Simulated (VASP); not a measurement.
# SiC (P6_3mc) in VASP: a series of runs

Aim: see how the results for SiC move with the level of theory and the settings. Levels: r2SCAN, PBE. Tasks: single point.

All numbers are computed with VASP 6.6.1; they aren't measurements. Logs are shortened: lines on timing, memory, paths and dates and some standing lists are left out, and cuts for length are marked.

### 1 The cell of the first run

It takes space group P6_3mc (No. 186, hexagonal). The conventional cell has a = 3.136 Å, b = 3.136 Å, c = 5.147 Å, α = 90.00°, β = 90.00°, γ = 120.00°. Si (site symmetry 3m) has 4 C at 1.92 to 1.93 Å within 2.5 Å. C (site symmetry 3m) has 4 Si at 1.92 to 1.93 Å within 2.5 Å.

### 2 Single point, r2SCAN (volume changed by +6%)

Input file POSCAR:

```
SiC
1.0
    3.1356728293      0.0000000000      0.0000000000
   -1.5678364147      2.7155723282      0.0000000000
    0.0000000000      0.0000000000      5.1471163771
Si C
2 2
Direct
    0.3333333333      0.6666666667      0.4995917774
    0.6666666667      0.3333333333      0.9995917774
    0.3333333333      0.6666666667      0.8754082226
    0.6666666667      0.3333333333      0.3754082226
```

Input file INCAR.step1:

```
SYSTEM = SiC
  PREC = Accurate
  ENCUT = 520
  ISMEAR = 0
  SIGMA = 0.01
  LREAL = .FALSE.
  LASPH = .TRUE.
  NELM = 100
  NBANDS = 16
  GGA = PE
  ALGO = Normal
  EDIFF = 1E-4
  LWAVE = .TRUE.
  LCHARG = .FALSE.
```

Input file INCAR.step2:

```
SYSTEM = SiC
  PREC = Accurate
  ENCUT = 520
  EDIFF = 1E-7
  ISMEAR = 0
  SIGMA = 0.01
  LREAL = .FALSE.
  LASPH = .TRUE.
  NELM = 100
  ALGO = Normal
  ISIF = 2
  LWAVE = .FALSE.
  LCHARG = .FALSE.
  METAGGA = R2SCAN
  LMIXTAU = .TRUE.
  NBANDS = 16
  ISTART = 1
```

Input file KPOINTS:

```
Automatic mesh
0
G
  9 9 4
  0 0 0
```

Potentials or basis: VASP PAW PBE potentials, release 64 (Si, C).

Started as:

```
cat potpaw_PBE.64/Si/POTCAR potpaw_PBE.64/C/POTCAR > POTCAR
cp INCAR.step1 INCAR
mpirun -np 1 vasp_std > vasp.out
cp INCAR.step2 INCAR
mpirun -np 1 vasp_std > vasp.out
```

OUTCAR:

```text
SYSTEM = SiC
   PREC = Accurate
   ENCUT = 520
   EDIFF = 1E-7
   ISMEAR = 0
   LREAL = .FALSE.
   LASPH = .TRUE.
   NELM = 100
   ISIF = 2
   METAGGA = R2SCAN
   ISTART = 1

 ion  position               nearest neighbor table
   1  0.333  0.667  0.500-   4 1.92   4 1.92   4 1.92   3 1.93   2 3.15   2 3.15   2 3.15   2 3.15
                             2 3.15   2 3.15
   2  0.667  0.333  1.000-   3 1.92   3 1.92   3 1.92   4 1.93   1 3.15   1 3.15   1 3.15   1 3.15
                             1 3.15   1 3.15
   3  0.333  0.667  0.875-   2 1.92   2 1.92   2 1.92   1 1.93
   4  0.667  0.333  0.375-   1 1.92   1 1.92   1 1.92   2 1.93

  LATTYP: Found a hexagonal cell.
 ALAT       =     3.1356728293
 C/A-ratio  =     1.6414711155

  Lattice vectors:

 A1 = (   3.1356728293,   0.0000000000,   0.0000000000)
 A2 = (  -1.5678364147,   2.7155723282,   0.0000000000)
 A3 = (   0.0000000000,   0.0000000000,   5.1471163771)

Analysis of symmetry for initial positions (statically):
=====================================================================
 Subroutine PRICEL returns:
 Original cell was already a primitive cell.

 Routine SETGRP: Setting up the symmetry group for a
 hexagonal supercell.

 Subroutine GETGRP returns: Found 12 space group operations
 (whereof  6 operations were pure point group operations)
 out of a pool of 24 trial point group operations.

The static configuration has the point symmetry C_3v.
 The point group associated with its full space group is C_6v.

Analysis of symmetry for dynamics (positions and initial velocities):
=====================================================================
 Subroutine PRICEL returns:
 Original cell was already a primitive cell.

 Routine SETGRP: Setting up the symmetry group for a
 hexagonal supercell.

 Subroutine GETGRP returns: Found 12 space group operations
 (whereof  6 operations were pure point group operations)
 out of a pool of 24 trial point group operations.

The dynamic configuration has the point symmetry C_3v.
 The point group associated with its full space group is C_6v.

 Subroutine INISYM returns: Found 12 space group operations
 (whereof  6 operations are pure point group operations),
 and found     1 'primitive' translations

----------------------------------------------------------------------------------------

                                     Primitive cell

  volume of cell :      43.8284

  direct lattice vectors                    reciprocal lattice vectors
     3.135672829  0.000000000  0.000000000     0.318910822  0.184123249  0.000000000
[... 95 lines left out ...]
   NFREE  =      0    steps in history (QN), initial steepest desc. (CG)
   ISIF   =      2    stress and relaxation
   ISYM   =      2    0-nonsym 1-usesym 2-fastsym
   POTIM  = 0.5000    time-step for ionic-motion
   TEBEG  =    0.0;   TEEND  =   0.0 temperature during run
   PSTRESS=    0.0 pullay stress
   NELECT =      16.0000    total number of electrons
   NUPDOWN=      -1.0000    fix difference up-down
   EMIN   =  10.00;   EMAX   =-10.00  energy-range for DOS
   EFERMI =   0.00;   METHOD = LEGACY
   ISMEAR =     0;   SIGMA  =   0.01  broadening in eV -4-tet -1-fermi 0-gaus
   EFERMI_NEDOS =   21; number of points for ismear=-14 and -15
   IALGO  =     38    algorithm
   IMIX   =      4    mixing-type and parameters
     AMIX     =   0.40;   BMIX     =  1.00
     AMIX_MAG =   1.60;   BMIX_MAG =  1.00
  volume/ion in A,a.u.               =      10.96        73.94
  Fermi-wavevector in a.u.,A,eV,Ry     =   1.170028  2.211032 18.625895  1.368965
  Thomas-Fermi vector in A             =   2.306492
   LORBIT       =      0    0 simple, 1 ext, 2 COOP (PROOUT), +10 PAW based schemes
   METAGGA = R2SCAN    functional components
   LHFCALC =     F    Hartree Fock is set to
   AEXX    =    0.0000 exact exchange contribution
   IVDW    =     0    specifies the selected vdW correction
   LEPSILON=     F    determine dielectric tensor
   LRPA    =     F    only Hartree local field effects (RPA)
 non-spin polarized calculation
 Gauss-broadening in eV      SIGMA  =   0.01
  energy-cutoff  :      520.00
  volume of cell :       43.83
 maximum number of plane-waves:      1190
 NGX is ok and might be reduce to    24
   NGX = 11   NGY = 11   NGZ = 19

 number of electron      16.0000000 magnetization

 Free energy of the ion-electron system (eV)
  ---------------------------------------------------
  ext. energy  EPLUGINS =         0.00000000
  ---------------------------------------------------
  free energy    TOTEN  =       -38.54019125 eV

  energy without entropy =      -38.54019125  energy(sigma->0) =      -38.54019125

 E-fermi :   7.5844     XC(G=0): -11.6700

 val. band max:        7.4998711331   @ k =   0.0000   0.0000   0.0000
 cond. band min:      10.2402897640   @ k =   0.3333   0.3333   0.0000
 fundamental gap:      2.7404186309
 Fermi energy:         7.5844485817

 k-point     1 :       0.0000    0.0000    0.0000
  band No.  band energies     occupation
      1      -8.3897      2.00000
      2      -4.9751      2.00000
      3      -1.1652      2.00000
      4       6.1435      2.00000
      5       6.1435      2.00000
      6       7.3897      2.00000
[... 433 lines left out ...]
      3       0.2485      2.00000
      4       0.2485      2.00000
      5       1.1618      2.00000
      6       3.0584      2.00000
[... 8 lines left out ...]
     15      19.9946      0.00000
     16      20.2611      0.00000

 [... further k-points ...]

------------------------ aborting loop because EDIFF is reached ----------------------------------------

  FORCE on cell =-STRESS in cart. coord.  units (eV):
  Direction    XX          YY          ZZ          XY          YZ          ZX
  --------------------------------------------------------------------------------------
  -------------------------------------------------------------------------------------
  Total       -3.3083177     -3.3083177     -3.2193492      0.0000000      0.0000000     -0.0000000
  in kB     -120.9376937   -120.9376937   -117.6853951      0.0000000      0.0000000     -0.0000000
  external PRESSURE =    -119.8535942 kB  Pullay stress =       0.0000000 kB

 VOLUME and BASIS-vectors are now :
 -----------------------------------------------------------------------------
  energy-cutoff  :      520.00
  volume of cell :       43.83
      direct lattice vectors                 reciprocal lattice vectors
     3.135672829  0.000000000  0.000000000     0.318910822  0.184123249  0.000000000
    -1.567836415  2.715572328  0.000000000     0.000000000  0.368246498  0.000000000
     0.000000000  0.000000000  5.147116377     0.000000000  0.000000000  0.194283542

 POSITION                                       TOTAL-FORCE (eV/Angst)
 -----------------------------------------------------------------------------------
     -0.00000      1.81038      2.57146        -0.000000      0.000000     -0.009793
      1.56784      0.90519      5.14502        -0.000000     -0.000000     -0.009793
     -0.00000      1.81038      4.50583         0.000000     -0.000000      0.009793
      1.56784      0.90519      1.93227         0.000000     -0.000000      0.009793
 -----------------------------------------------------------------------------------
    total drift:                                0.000000      0.000000      0.000389

  FREE ENERGIE OF THE ION-ELECTRON SYSTEM (eV)
  ---------------------------------------------------
  free  energy   TOTEN  =       -38.5401912510 eV

  energy  without entropy=      -38.5401912510  energy(sigma->0) =      -38.54019125
```

OUTCAR.step1:

```text
SYSTEM = SiC
   PREC = Accurate
   ENCUT = 520
   ISMEAR = 0
   LREAL = .FALSE.
   LASPH = .TRUE.
   NELM = 100
[... 689 lines left out ...]
      1.56784      0.90519      5.14502        -0.000000     -0.000000     -0.009030
     -0.00000      1.81038      4.50583        -0.000000      0.000000      0.009030
      1.56784      0.90519      1.93227         0.000000     -0.000000      0.009030
 -----------------------------------------------------------------------------------
    total drift:                                0.000000      0.000000      0.000017

  FREE ENERGIE OF THE ION-ELECTRON SYSTEM (eV)
  ---------------------------------------------------
  free  energy   TOTEN  =       -30.0616726104 eV

  energy  without entropy=      -30.0616726104  energy(sigma->0) =      -30.06167261
```

It took 1.7 min on 1 thread of AMD EPYC 9R45 (Zen 5), shared host; peak memory 0.13 GiB.

What came out:

```
Free energy            : -38.5402 eV
Pressure               : -12.0 GPa
Largest force          : 0.010 eV/Å
Band gap on the k mesh : 2.74 eV, indirect (least direct gap 4.38 eV)
```

Forces on the atoms (eV/Å):
```
Si   0.000  0.000 -0.010
Si   0.000  0.000 -0.010
C    0.000  0.000  0.010
C    0.000  0.000  0.010
```

Stress tensor (GPa, compression positive):
```
-12.09   0.00   0.00
  0.00 -12.09   0.00
  0.00   0.00 -11.77
```

Caveat: the cell differs from its parent crystal (volume changed by +6%); the PAW data sets were made with another functional, which shifts forces and pressure a little. A k mesh can miss the band edges.

### 3 Single point, PBE

This run uses another cell than the first one, of 10.34 Å³/atom, 0.943 times its volume.

Input file INCAR:

```
ALGO = Normal
EDIFF = 1E-6
ENCUT = 520
GGA = PE
ISIF = 2
ISMEAR = 0
LASPH = True
LCHARG = False
LREAL = False
LWAVE = False
NBANDS = 16
NELM = 100
PREC = Accurate
SIGMA = 0.01
```

Input file KPOINTS:

```
k-points
0
Gamma
  12 12 6
```

Input file POSCAR:

```
SiC
1.0
    3.0753564102      0.0000000000      0.0000000000
   -1.5376782051      2.6633367769      0.0000000000
    0.0000000000      0.0000000000      5.0481087173
Si C
2 2
Direct
    0.3333333333      0.6666666667      0.4995917774
    0.6666666667      0.3333333333      0.9995917774
    0.3333333333      0.6666666667      0.8754082226
    0.6666666667      0.3333333333      0.3754082226
```

Potentials or basis: VASP PAW PBE potentials, release 64 (Si, C).

Started as:

```
cat potpaw_PBE.64/Si/POTCAR potpaw_PBE.64/C/POTCAR > POTCAR
mpirun -np 1 vasp_std > vasp.out
```

Wall time 34 s (1 thread of AMD EPYC 9R45 (Zen 5), shared host); peak memory 0.14 GiB.

The run converged. Its results:

```yaml
Free_energy: -30.1031 eV
Pressure: 3.5 GPa
Largest_force: 0.003 eV/Å
Band_gap_on_the_k_mesh: 2.27 eV, indirect (least direct gap 3.97 eV)
```

Forces in eV/Å, atoms in the order of the input:
```
Si   0.000  0.000  0.003
Si   0.000  0.000  0.003
C    0.000  0.000 -0.003
C    0.000  0.000 -0.003
```

Stress tensor (GPa, compression positive):
```
3.51 0.00 0.00
0.00 3.51 0.00
0.00 0.00 3.33
```

Levels at points of the mesh, in eV from the valence-band top:
```tsv
k point	band 4	band 5	band 6	band 7	band 8	band 9	band 10	band 11	band 12	band 13
(0.00, 0.00, 0.00)	-1.32	-1.32	-0.11	0.00	0.00	4.81	6.21	6.67	6.67	7.75
(0.50, 0.00, 0.00)	-6.29	-5.43	-3.32	-3.29	-1.20	2.78	4.22	6.88	7.13	10.05
(0.00, 0.00, 0.50)	-4.44	-0.71	-0.71	-0.71	-0.71	5.90	5.90	7.35	7.35	7.35
(0.50, 0.00, 0.50)	-8.26	-2.44	-2.44	-2.33	-2.33	3.29	3.29	5.26	5.26	10.37
```

A k mesh can miss the band edges.

### 4 Single point, r2SCAN

This run uses another cell than the first one, of 10.34 Å³/atom, 0.943 times its volume.

POSCAR is that of step 3.

INCAR.step1, as its differences from that of step 2:

```diff
@@ -7,3 +7,3 @@
   LASPH = .TRUE.
-  NELM = 100
+  NELM = 80
   NBANDS = 16
```

INCAR.step2, as its differences from that of step 2:

```diff
@@ -8,3 +8,3 @@
   LASPH = .TRUE.
-  NELM = 100
+  NELM = 80
   ALGO = Normal
```

Input file KPOINTS:

```
regular mesh
0
G
  12 12 6
  0 0 0
```

Started as:

```
cat potpaw_PBE.64/Si/POTCAR potpaw_PBE.64/C/POTCAR > POTCAR
cp INCAR.step1 INCAR
mpirun -np 1 vasp_std > vasp.out
cp INCAR.step2 INCAR
mpirun -np 1 vasp_std > vasp.out
```

It took 3.4 min on 1 thread of AMD EPYC 9R45 (Zen 5), shared host; peak memory 0.15 GiB.

The run converged. Its results:

```yaml
Free_energy: -38.6379 eV
Pressure: -0.2 GPa
Band_gap_on_the_k_mesh: 2.66 eV, indirect (least direct gap 4.48 eV)
```

Levels at points of the mesh, in eV from the valence-band top:
| k point | band 5 | band 6 | band 7 | band 8 | band 9 | band 10 | band 11 | band 12 |
| --- | --- | --- | --- | --- | --- | --- | --- | --- |
| (0.00, 0.00, 0.00) | -1.39 | -0.11 | 0.00 | 0.00 | 5.38 | 6.78 | 7.19 | 7.19 |
| (0.50, 0.00, 0.00) | -5.62 | -3.48 | -3.36 | -1.26 | 3.23 | 4.67 | 7.47 | 7.65 |
| (0.00, 0.00, 0.50) | -0.75 | -0.75 | -0.75 | -0.75 | 6.50 | 6.50 | 7.89 | 7.89 |
| (0.50, 0.00, 0.50) | -2.56 | -2.56 | -2.44 | -2.44 | 3.72 | 3.72 | 5.79 | 5.79 |

Caveat: the PAW data sets were made with another functional, which shifts forces and pressure a little.

### 5 Single point, PBE (volume changed by -6%)

Input file INCAR:

```
PREC = Accurate
ENCUT = 520
EDIFF = 1E-6
ISMEAR = 0
SIGMA = 0.01
LREAL = False
LASPH = True
NELM = 80
ALGO = Normal
ISIF = 2
LWAVE = False
LCHARG = True
GGA = PE
LELF = True
LVHAR = True
NBANDS = 16
```

Input file KPOINTS:

```
regular mesh
0
Gamma
  9 9 4
```

Input file POSCAR:

```
SiC
1.0
    3.0288180632      0.0000000000      0.0000000000
   -1.5144090316      2.6230333862      0.0000000000
    0.0000000000      0.0000000000      4.9707062362
Si C
2 2
Direct
    0.3333333333      0.6666666667      0.4995817067
    0.6666666667      0.3333333333      0.9995817067
    0.3333333333      0.6666666667      0.8754182933
    0.6666666667      0.3333333333      0.3754182933
```

Started as:

```
cat potpaw_PBE.64/Si/POTCAR potpaw_PBE.64/C/POTCAR > POTCAR
mpirun -np 1 vasp_std > vasp.out
```

Wall time 14 s (1 thread of Intel Xeon Platinum 8259CL at 2.50GHz (Skylake/Cascade Lake), shared host); peak memory 0.15 GiB.

Results (log left out):

```yaml
Free_energy: -29.9992 eV
Pressure: 14.8 GPa
Largest_force: 0.010 eV/Å
Band_gap_on_the_k_mesh: 2.19 eV, indirect (least direct gap 4.10 eV)
```

Forces on the atoms (eV/Å):
```
Si   0.000  0.000  0.010
Si   0.000  0.000  0.010
C    0.000  0.000 -0.010
C    0.000  0.000 -0.010
```

Stress tensor (GPa, compression positive):
```
14.95  0.00  0.00
 0.00 14.95  0.00
 0.00  0.00 14.57
```

Levels at points of the mesh, in eV from the valence-band top:
```
           k point  band 6  band 7  band 8  band 9  band 10  band 11
(0.00, 0.00, 0.00)   -0.11    0.00    0.00    5.20     6.70     6.95
(0.00, 0.00, 0.50)   -0.72   -0.72   -0.72    6.30     6.30     7.60
```

Caveat: the cell differs from its parent crystal (volume changed by -6%). A k mesh can miss the band edges.

### 6 The runs side by side

| level | cell | k mesh | gap on the mesh (eV) | pressure (GPa) | largest force (eV/Å) |
| --- | --- | --- | --- | --- | --- |
| r2SCAN | a = 3.136, b = 3.136, c = 5.147 Å, angles 90.0, 90.0, 120.0°, 4 atoms | 9 × 9 × 4 | 2.74 | -12.0 | 0.01 |
| PBE | a = 3.075, b = 3.075, c = 5.048 Å, angles 90.0, 90.0, 120.0°, 4 atoms | 12 × 12 × 6 | 2.27 | 3.5 | - |
| r2SCAN | a = 3.075, b = 3.075, c = 5.048 Å, angles 90.0, 90.0, 120.0°, 4 atoms | 12 × 12 × 6 | 2.66 | -0.2 | - |
| PBE | a = 3.029, b = 3.029, c = 4.971 Å, angles 90.0, 90.0, 120.0°, 4 atoms | 9 × 9 × 4 | 2.19 | 14.8 | 0.01 |

Alike in all rows: task single point; potentials or basis VASP PAW PBE potentials, release 64 (Si, C); no spin polarisation; cutoff (eV) 520; smearing gaussian 0.01 eV.

Caveats: the PAW data sets were made with another functional, which shifts forces and pressure a little (some runs).

Total energies depend on the potentials used, so only differences within one code and one set of settings carry meaning.
